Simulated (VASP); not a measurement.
Wanted: the native input for a VASP 6.6.1 run.

```
Task                   : single point
Functional             : LDA
Potentials or basis    : VASP PAW LDA potentials, release 64 (Sc_sv)
Cutoff                 : 520 eV
k mesh                 : 20 × 20 × 20
Occupations            : fermi-dirac, width 0.1 eV
Spin                   : no spin polarisation
Dipole correction      : no
Further INCAR settings : ALGO = Normal; EDIFF = 1e-06; NBANDS = 12
```

The structure of Sc lies in POSCAR:

```
Sc
1.0
   -1.8542998535      1.8542998535      1.8542998535
    1.8542998535     -1.8542998535      1.8542998535
    1.8542998535      1.8542998535     -1.8542998535
Sc
1
Direct
    0.0000000000      0.0000000000      0.0000000000
```

This cell differs from its parent crystal: volume scaled by 1.12.

These files were run (other wordings do the same):

INCAR

```
PREC     = Accurate       # precision mode
ENCUT    = 520            # plane-wave cutoff, eV
EDIFF    = 1E-6           # SCF threshold, eV
ISMEAR   = -1             # smearing method
SIGMA    = 0.1            # smearing width, eV
LREAL    = F              # projectors in reciprocal space
LASPH    = T              # aspherical terms in the spheres
NELM     = 60             # most SCF steps
ALGO     = Normal         # electronic algorithm
ISIF     = 2              # what is computed and relaxed
LWAVE    = F              # write WAVECAR
LCHARG   = F              # write CHGCAR
GGA      = CA             # functional
NBANDS   = 12             # bands
```

KPOINTS

```
Automatic mesh
0
Gamma
  20 20 20
```

Potentials or basis: VASP PAW LDA potentials, release 64 (Sc_sv).

Run with:

```bash
$ cat potpaw_LDA.64/Sc_sv/POTCAR > POTCAR
$ mpirun -np 1 vasp_std > vasp.out
```

It gave:

```
Pressure : -5.5 GPa
```

Wall time 67 s on 1 thread of AMD EPYC 7R43 64-Core Processor (Zen 3), on a shared host, peak memory 0.14 GiB.
